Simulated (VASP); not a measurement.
Input of a VASP 6.6.1 run:

Contents of POSCAR:

```
CdF2
1.0
    0.0000000000      2.7048280000      2.7048280000
    2.7048280000      0.0000000000      2.7048280000
    2.7048280000      2.7048280000      0.0000000000
Cd F
1 2
Direct
    0.0000000000      0.0000000000      0.0000000000
    0.2500000000      0.2500000000      0.2500000000
    0.7500000000      0.7500000000      0.7500000000
```

Contents of INCAR.step1:

```
SYSTEM = CdF2
  ALGO = Normal
  EDIFF = 1E-4
  ENCUT = 520
  GGA = PE
  ISMEAR = -1
  ISPIN = 2
  LASPH = .True.
  LCHARG = .False.
  LREAL = .False.
  LWAVE = .True.
  MAGMOM = 0.2 0.2 0.2
  NBANDS = 24
  NELM = 150
  PREC = Accurate
  SIGMA = 0.0521
```

The input INCAR.step2:

```
SYSTEM = CdF2
  ALGO = Normal
  EDIFF = 1E-6
  ENCUT = 520
  ISIF = 2
  ISMEAR = -1
  ISPIN = 2
  ISTART = 1
  IVDW = 12
  LASPH = .True.
  LCHARG = .False.
  LMIXTAU = .True.
  LORBIT = 11
  LREAL = .False.
  LWAVE = .False.
  MAGMOM = 0.2 0.2 0.2
  METAGGA = R2SCAN
  NBANDS = 24
  NELM = 150
  PREC = Accurate
  SIGMA = 0.0521
  VDW_A1 = 0.49484001
  VDW_A2 = 5.73083694
  VDW_S6 = 1.0
  VDW_S8 = 0.78981345
```

The input KPOINTS:

```
k-points
0
Gamma
  6 6 6
  0 0 0
```

Potentials or basis: VASP PAW PBE potentials, release 64 (Cd, F).

The run is started by

```bash
$ cat potpaw_PBE.64/Cd/POTCAR potpaw_PBE.64/F/POTCAR > POTCAR
$ cp INCAR.step1 INCAR
$ mpirun -np 1 vasp_std > vasp.out
$ cp INCAR.step2 INCAR
$ mpirun -np 1 vasp_std > vasp.out
```

Q: Estimate the pressure.

A: -1.3 GPa.

Q: What does it give for the band gap on the k mesh?

A: 3.73 eV (least direct gap 4.23 eV).

Q: Estimate the dispersion energy per atom.

A: -0.078 eV.

Caveat: three body term missing; the PAW data sets were made with another functional, which shifts forces and pressure a little. r2SCAN opens gaps a little over a GGA but as a rule still falls short of measured ones.
